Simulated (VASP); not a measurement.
# Nb (Pm-3m) in VASP: single point with LDA

Aim: the single point of Nb with LDA.

Program: VASP 6.6.1. These are calculated values, not measurements. Logs are shortened: lines on timing, memory, paths and dates and some standing lists are left out, and cuts for length are marked.

## (1) The cell of the first run

Symmetry: Pm-3m, No. 221, cubic system. Conventional cell: a = 2.657 Å, b = 2.657 Å, c = 2.657 Å, α = 90.00°, β = 90.00°, γ = 90.00°. Within 3.5 Å of Nb (site symmetry m-3m) lie 6 Nb at 2.66 Å.

## (2) Single point, LDA

File INCAR:

```
PREC = Accurate ; ENCUT = 520
EDIFF = 1E-6 ; ISMEAR = -1
SIGMA = 0.13605693000000002 ; LREAL = F
LASPH = T ; NELM = 80
ALGO = Normal ; ISIF = 2
LWAVE = F ; LCHARG = F
GGA = CA ; NBANDS = 12
```

File KPOINTS:

```
regular mesh
0
Gamma
  12 12 12
```

File POSCAR:

```
Nb
1.0
    2.6573546732      0.0000000000      0.0000000000
    0.0000000000      2.6573546732      0.0000000000
    0.0000000000      0.0000000000      2.6573546732
Nb
1
Direct
    0.0000000000      0.0000000000      0.0000000000
```

Potentials or basis: VASP PAW LDA potentials, release 64 (Nb_sv).

On the command line:

```bash
> cat potpaw_LDA.64/Nb_sv/POTCAR > POTCAR
> mpirun -np 1 vasp_std > vasp.out
```

OUTCAR:

```text
PREC = Accurate
   ENCUT = 520
   EDIFF = 1E-6
   ISMEAR = -1
   LREAL = F
   LASPH = T
   NELM = 80
   ISIF = 2
   GGA = CA

 ion  position               nearest neighbor table
   1  0.000  0.000  0.000-

  LATTYP: Found a simple cubic cell.
 ALAT       =     2.6573546732

  Lattice vectors:

 A1 = (   2.6573546732,   0.0000000000,   0.0000000000)
 A2 = (   0.0000000000,   2.6573546732,   0.0000000000)
 A3 = (   0.0000000000,   0.0000000000,   2.6573546732)

Analysis of symmetry for initial positions (statically):
=====================================================================
 Subroutine PRICEL returns:
 Original cell was already a primitive cell.

 Routine SETGRP: Setting up the symmetry group for a
 simple cubic supercell.

 Subroutine GETGRP returns: Found 48 space group operations
 (whereof 48 operations were pure point group operations)
 out of a pool of 48 trial point group operations.

The static configuration has the point symmetry O_h .

Analysis of symmetry for dynamics (positions and initial velocities):
=====================================================================
 Subroutine PRICEL returns:
 Original cell was already a primitive cell.

 Routine SETGRP: Setting up the symmetry group for a
 simple cubic supercell.

 Subroutine GETGRP returns: Found 48 space group operations
 (whereof 48 operations were pure point group operations)
 out of a pool of 48 trial point group operations.

The dynamic configuration has the point symmetry O_h .

 Subroutine INISYM returns: Found 48 space group operations
 (whereof 48 operations are pure point group operations),
 and found     1 'primitive' translations

----------------------------------------------------------------------------------------

                                     Primitive cell

  volume of cell :      18.7650

  direct lattice vectors                    reciprocal lattice vectors
     2.657354673  0.000000000  0.000000000     0.376314088  0.000000000  0.000000000
     0.000000000  2.657354673  0.000000000     0.000000000  0.376314088  0.000000000
     0.000000000  0.000000000  2.657354673     0.000000000  0.000000000  0.376314088

  length of vectors
     2.657354673  2.657354673  2.657354673     0.376314088  0.376314088  0.376314088

  position of ions in fractional coordinates (direct lattice)
     0.000000000  0.000000000  0.000000000

  ion indices of the primitive-cell ions
   primitive index   ion index
                 1           1

----------------------------------------------------------------------------------------

 KPOINTS: regular mesh

Automatic generation of k-mesh.
 Grid dimensions read from file:
 generate k-points for:   12   12   12

 Generating k-lattice:

  Cartesian coordinates                     Fractional coordinates (reciprocal lattice)
     0.031359507  0.000000000  0.000000000     0.083333333  0.000000000  0.000000000
     0.000000000  0.031359507  0.000000000     0.000000000  0.083333333  0.000000000
     0.000000000  0.000000000  0.031359507     0.000000000  0.000000000  0.083333333

  Length of vectors
     0.031359507  0.031359507  0.031359507

  Shift w.r.t. Gamma in fractional coordinates (k-lattice)
     0.000000000  0.000000000  0.000000000

 Subroutine IBZKPT returns following result:
 ===========================================

 Found     84 irreducible k-points:

 Following reciprocal coordinates:
            Coordinates               Weight
  0.000000  0.000000  0.000000      1.000000
  0.083333  0.000000  0.000000      6.000000
  0.166667  0.000000  0.000000      6.000000
  0.250000  0.000000  0.000000      6.000000
  0.333333  0.000000  0.000000      6.000000
  0.416667  0.000000  0.000000      6.000000
[... 16 lines left out ...]
  0.333333  0.333333  0.000000     12.000000
  0.416667  0.333333  0.000000     24.000000
 [... further k-points ...]
   k-points           NKPTS =     84   k-points in BZ     NKDIM =     84   number of bands    NBANDS=     12
   number of dos      NEDOS =    301   number of ions     NIONS =      1
   total plane-waves  NPLWV =   8000
   dimension x,y,z NGX =    20 NGY =   20 NGZ =   20
   dimension x,y,z NGXF=    40 NGYF=   40 NGZF=   40
   ions per type =               1
   NGX,Y,Z   is equivalent  to a cutoff of  12.51, 12.51, 12.51 a.u.
   NGXF,Y,Z  is equivalent  to a cutoff of  25.02, 25.02, 25.02 a.u.
 SYSTEM =  unknown system
   PREC   = accura    normal or accurate (medium, high low for compatibility)
   ISTART =      0    job   : 0-new  1-cont  2-samecut
   ICHARG =      2    charge: 1-file 2-atom 10-const
   ISPIN  =      1    spin polarized calculation?
   LNONCOLLINEAR =      F non collinear calculations
   LSORBIT =      F    spin-orbit coupling
   LASPH  =      T    aspherical Exc in radial PAW
   ENCUT  =  520.0 eV  38.22 Ry    6.18 a.u.   4.94  4.94  4.94*2*pi/ulx,y,z
   NELM   =     80;   NELMIN=  2; NELMDL= -5     # of ELM steps
   EDIFF  = 0.1E-05   stopping-criterion for ELM
   LREAL  =      F    real-space projection
   EDIFFG = 0.1E-04   stopping-criterion for IOM
   NSW    =      0    number of steps for IOM
   IBRION =     -1    ionic relax: 0-MD 1-quasi-New 2-CG
   NFREE  =      0    steps in history (QN), initial steepest desc. (CG)
   ISIF   =      2    stress and relaxation
   ISYM   =      2    0-nonsym 1-usesym 2-fastsym
   POTIM  = 0.5000    time-step for ionic-motion
   TEBEG  =    0.0;   TEEND  =   0.0 temperature during run
   PSTRESS=    0.0 pullay stress
   NELECT =      13.0000    total number of electrons
   NUPDOWN=      -1.0000    fix difference up-down
   EMIN   =  10.00;   EMAX   =-10.00  energy-range for DOS
   EFERMI =   0.00;   METHOD = LEGACY
   ISMEAR =    -1;   SIGMA  =   0.14  broadening in eV -4-tet -1-fermi 0-gaus
   EFERMI_NEDOS =   21; number of points for ismear=-14 and -15
   IALGO  =     38    algorithm
   IMIX   =      4    mixing-type and parameters
     AMIX     =   0.40;   BMIX     =  1.00
     AMIX_MAG =   1.60;   BMIX_MAG =  1.00
  volume/ion in A,a.u.               =      18.77       126.63
  Fermi-wavevector in a.u.,A,eV,Ry     =   1.448571  2.737402 28.549889  2.098358
  Thomas-Fermi vector in A             =   2.566397
   LORBIT       =      0    0 simple, 1 ext, 2 COOP (PROOUT), +10 PAW based schemes
   GGA     = CA    functional components
   LHFCALC =     F    Hartree Fock is set to
   AEXX    =    0.0000 exact exchange contribution
   IVDW    =     0    specifies the selected vdW correction
   LEPSILON=     F    determine dielectric tensor
   LRPA    =     F    only Hartree local field effects (RPA)
 non-spin polarized calculation
  energy-cutoff  :      520.00
  volume of cell :       18.77
 maximum number of plane-waves:       518
 NGX is ok and might be reduce to    20
   NGX =  9   NGY =  9   NGZ =  9

 number of electron      13.0000001 magnetization

 Free energy of the ion-electron system (eV)
  ---------------------------------------------------
  ext. energy  EPLUGINS =         0.00000000
  ---------------------------------------------------
  free energy    TOTEN  =       -10.28738368 eV

  energy without entropy =      -10.22672967  energy(sigma->0) =      -10.25705667

 E-fermi :  10.5319     XC(G=0): -12.3840

 val. band max:       10.5289127832   @ k =   0.5000   0.2500   0.1667
 cond. band min:      10.5970439177   @ k =   0.2500   0.2500   0.2500
 fundamental gap:      0.0681311345
 Fermi energy:        10.5318989060

 k-point     1 :       0.0000    0.0000    0.0000
  band No.  band energies     occupation
      1     -43.8329      2.00000
      2     -19.1073      2.00000
      3     -19.1073      2.00000
      4     -19.1073      2.00000
      5       4.7984      2.00000
      6       7.4706      2.00000
      7       7.4706      2.00000
      8      16.0282      0.00000
      9      16.0282      0.00000
     10      16.0282      0.00000
     11      25.6970      0.00000
     12      25.6970      0.00000

 k-point     2 :       0.0833    0.0000    0.0000
  band No.  band energies     occupation
      1     -43.8170      2.00000
      2     -19.2376      2.00000
      3     -19.0962      2.00000
      4     -19.0962      2.00000
      5       5.0109      2.00000
      6       7.5281      2.00000
      7       7.7220      2.00000
      8      15.6791      0.00000
      9      15.6791      0.00000
     10      16.0526      0.00000
     11      24.7384      0.00000
     12      26.1527      0.00000

 k-point     3 :       0.1667    0.0000    0.0000
  band No.  band energies     occupation
      1     -43.7730      2.00000
      2     -19.5839      2.00000
      3     -19.0657      2.00000
      4     -19.0657      2.00000
      5       5.5581      2.00000
      6       7.6900      2.00000
      7       8.4687      2.00000
      8      14.8526      0.00000
      9      14.8526      0.00000
     10      16.1199      0.00000
     11      22.9357      0.00000
     12      27.2681      0.00000

 k-point     4 :       0.2500    0.0000    0.0000
  band No.  band energies     occupation
      1     -43.7122      2.00000
      2     -20.0358      2.00000
      3     -19.0238      2.00000
      4     -19.0238      2.00000
      5       6.2698      2.00000
      6       7.9234      2.00000
      7       9.5785      1.99819
      8      13.9191      0.00000
      9      13.9191      0.00000
     10      16.2135      0.00000
     11      21.3418      0.00000
     12      26.9681      0.00000

 k-point     5 :       0.3333    0.0000    0.0000
  band No.  band energies     occupation
      1     -43.6505      2.00000
      2     -20.4667      2.00000
      3     -18.9816      2.00000
      4     -18.9816      2.00000
      5       7.0211      2.00000
      6       8.1731      2.00000
      7      10.6364      0.63376
      8      13.1273      0.00000
      9      13.1273      0.00000
     10      16.3092      0.00000
     11      20.5080      0.00000
     12      25.4288      0.00000

 k-point     6 :       0.4167    0.0000    0.0000
  band No.  band energies     occupation
      1     -43.6047      2.00000
      2     -20.7703      2.00000
      3     -18.9504      2.00000
      4     -18.9504      2.00000
      5       7.6712      2.00000
      6       8.3680      2.00000
      7      11.1643      0.01898
      8      12.6101      0.00000
      9      12.6101      0.00000
     10      16.3808      0.00000
     11      20.6720      0.00000
     12      24.4547      0.00000

 k-point     7 :       0.5000    0.0000    0.0000
  band No.  band energies     occupation
      1     -43.5878      2.00000
      2     -20.8792      2.00000
      3     -18.9390      2.00000
      4     -18.9390      2.00000
      5       7.9532      2.00000
      6       8.4422      2.00000
      7      11.2450      0.01053
      8      12.4313      0.00000
      9      12.4313      0.00000
     10      16.4073      0.00000
     11      21.0482      0.00000
     12      24.1198      0.00000

 k-point     8 :       0.0833    0.0833    0.0000
  band No.  band energies     occupation
      1     -43.8010      2.00000
      2     -19.2333      2.00000
      3     -19.2187      2.00000
      4     -19.0851      2.00000
      5       5.2241      2.00000
      6       7.6841      2.00000
      7       7.8708      2.00000
      8      15.3127      0.00000
      9      15.6294      0.00000
     10      15.7875      0.00000
     11      25.0832      0.00000
     12      25.2542      0.00000
[... 166 lines left out ...]
 k-point    20 :       0.3333    0.2500    0.0000
  band No.  band energies     occupation
      1     -43.5333      2.00000
      2     -20.3449      2.00000
      3     -19.8669      2.00000
      4     -18.9020      2.00000
      5       7.7119      2.00000
      6       8.7492      2.00000
      7      11.3588      0.00458
      8      13.2940      0.00000
      9      13.4424      0.00000
     10      14.4282      0.00000
     11      21.5198      0.00000
     12      24.9726      0.00000

 k-point    21 :       0.4167    0.2500    0.0000
  band No.  band energies     occupation
      1     -43.4885      2.00000
      2     -20.6400      2.00000
      3     -19.8259      2.00000
      4     -18.8718      2.00000
      5       7.8036      2.00000
      6       8.7260      2.00000
      7      11.4514      0.00232
      8      12.9592      0.00000
      9      14.5285      0.00000
     10      14.6204      0.00000
     11      20.7462      0.00000
     12      26.0355      0.00000

 k-point    22 :       0.5000    0.2500    0.0000
  band No.  band energies     occupation
      1     -43.4719      2.00000
      2     -20.7461      2.00000
      3     -19.8107      2.00000
      4     -18.8607      2.00000
      5       7.7804      2.00000
      6       8.7664      2.00000
      7      11.4763      0.00193
      8      12.7889      0.00000
      9      14.5691      0.00000
     10      15.1878      0.00000
     11      20.5393      0.00000
     12      26.5066      0.00000

 k-point    23 :       0.3333    0.3333    0.0000
  band No.  band energies     occupation
      1     -43.4735      2.00000
      2     -20.3002      2.00000
      3     -20.2622      2.00000
      4     -18.8617      2.00000
      5       7.3891      2.00000
      6       8.7848      1.99999
      7      12.9307      0.00000
      8      13.5189      0.00000
      9      13.7781      0.00000
     10      13.7814      0.00000
     11      21.1199      0.00000
     12      24.7075      0.00000

 k-point    24 :       0.4167    0.3333    0.0000
  band No.  band energies     occupation
      1     -43.4291      2.00000
      2     -20.5735      2.00000
      3     -20.2345      2.00000
      4     -18.8320      2.00000
      5       6.9879      2.00000
      6       8.9935      1.99998
      7      13.1457      0.00000
      8      13.4495      0.00000
      9      13.7953      0.00000
     10      15.1939      0.00000
     11      20.3514      0.00000
     12      25.4488      0.00000

 [... further k-points ...]
[... 5 lines left out ...]
  --------------------------------------------------------------------------------------
  -------------------------------------------------------------------------------------
  Total        0.0746251      0.0746251      0.0746251     -0.0000000     -0.0000000     -0.0000000
  in kB        6.3715762      6.3715762      6.3715762     -0.0000000     -0.0000000     -0.0000000
  external PRESSURE =       6.3715762 kB  Pullay stress =       0.0000000 kB

 VOLUME and BASIS-vectors are now :
 -----------------------------------------------------------------------------
  energy-cutoff  :      520.00
  volume of cell :       18.77
      direct lattice vectors                 reciprocal lattice vectors
     2.657354673  0.000000000  0.000000000     0.376314088  0.000000000  0.000000000
     0.000000000  2.657354673  0.000000000     0.000000000  0.376314088  0.000000000
     0.000000000  0.000000000  2.657354673     0.000000000  0.000000000  0.376314088

 POSITION                                       TOTAL-FORCE (eV/Angst)
 -----------------------------------------------------------------------------------
      0.00000      0.00000      0.00000         0.000000      0.000000      0.000000
 -----------------------------------------------------------------------------------
    total drift:                                0.000000      0.000000      0.000000

  FREE ENERGIE OF THE ION-ELECTRON SYSTEM (eV)
  ---------------------------------------------------
  free  energy   TOTEN  =       -10.2873836787 eV

  energy  without entropy=      -10.2267296696  energy(sigma->0) =      -10.25705667
```

Wall time 6.2 s (1 thread of Intel Xeon 6975P-C, shared host); peak memory 0.13 GiB.

Results:

```
Free energy : -10.2874 eV
Pressure    : 0.6 GPa
```
